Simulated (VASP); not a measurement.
Input of a VASP 6.6.1 run:

The input INCAR:

```
SYSTEM = Si
PREC = Accurate
ENCUT = 520
EDIFF = 1E-6
ISMEAR = 0
SIGMA = 0.05
LREAL = .False.
LASPH = .True.
NELM = 60
ALGO = Normal
ISIF = 2
LWAVE = .False.
LCHARG = .False.
GGA = PE
NBANDS = 16
```

The input KPOINTS:

```
regular mesh
0
Gamma
  12 12 6
  0 0 0
```

The input POSCAR:

```
Si
1.0
    3.8510822046     -0.0770216441      0.0000000000
   -1.9922438027      3.3736458433      0.0000000000
    0.0000000000      0.0000000000      6.3646810974
Si
4
Direct
    0.3333333333      0.6666666667      0.0629320729
    0.6666666667      0.3333333333      0.5629320729
    0.3333333333      0.6666666667      0.4370679271
    0.6666666667      0.3333333333      0.9370679271
```

Potentials or basis: VASP PAW PBE potentials, release 64 (Si).

Run with:

```console
$ cat potpaw_PBE.64/Si/POTCAR > POTCAR
$ mpirun -np 1 vasp_std > vasp.out
```

(1) Predict the band gap on the k mesh.

(2) What does it give for the largest force?

## Answers

(1) 0.16 eV, indirect (least direct gap 0.83 eV).

(2) 0.303 eV/Å.

Caveat: the cell differs from its parent crystal (engineering shear strain xy -0.0400, strain +e along x and -e along y +0.0000).
